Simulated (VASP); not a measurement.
Input of a VASP 6.6.1 run:

The input POSCAR:

```
HfN
1.0
    0.0000000000      2.2167465100      2.2167465100
    2.2167465100      0.0000000000      2.2167465100
    2.2167465100      2.2167465100      0.0000000000
Hf N
1 1
Direct
    0.0000000000      0.0000000000      0.0000000000
    0.5000000000      0.5000000000      0.5000000000
```

The input INCAR.step1:

```
ALGO = Normal
EDIFF = 1E-4
ENCUT = 520
GGA = PE
ISMEAR = -1
LASPH = T
LCHARG = F
LREAL = F
LWAVE = T
NELM = 80
PREC = Accurate
SIGMA = 0.1
```

INCAR.step2

```
ALGO = Normal
EDIFF = 1E-6
EDIFFG = -0.01
ENCUT = 520
IBRION = 2
ISIF = 2
ISMEAR = -1
ISTART = 1
LASPH = T
LCHARG = F
LMIXTAU = T
LREAL = F
LWAVE = F
METAGGA = R2SCAN
NELM = 80
NSW = 50
PREC = Accurate
SIGMA = 0.1
```

The input KPOINTS:

```
k-points
0
Gamma
  13 13 13
```

Potentials or basis: VASP PAW PBE potentials, release 64 (Hf_pv, N).

The run is started by

```console
$ cat potpaw_PBE.64/Hf_pv/POTCAR potpaw_PBE.64/N/POTCAR > POTCAR
$ cp INCAR.step1 INCAR
$ mpirun -np 1 vasp_std > vasp.out
$ cp INCAR.step2 INCAR
$ mpirun -np 1 vasp_std > vasp.out
```

Question: Estimate the band gap on the k mesh.

Answer: Zero (an odd number of electrons rules out a gap without spin polarisation).

Final structure:
```yaml
crystal:
  lattice:
    - [0.00000, 2.21675, 2.21675]
    - [2.21675, 0.00000, 2.21675]
    - [2.21675, 2.21675, 0.00000]
  atoms:
    - { symbol: Hf, position: [0.00000, 0.00000, 0.00000] }
    - { symbol: N, position: [0.50000, 0.50000, 0.50000] }
```

Caveat: the relaxation stopped at its first step, so nothing moved; spin-orbit coupling is left out, which moves the levels of the heavy elements; an odd number of electrons without spin polarisation forces a metal; a magnetic or distorted state may lie lower.
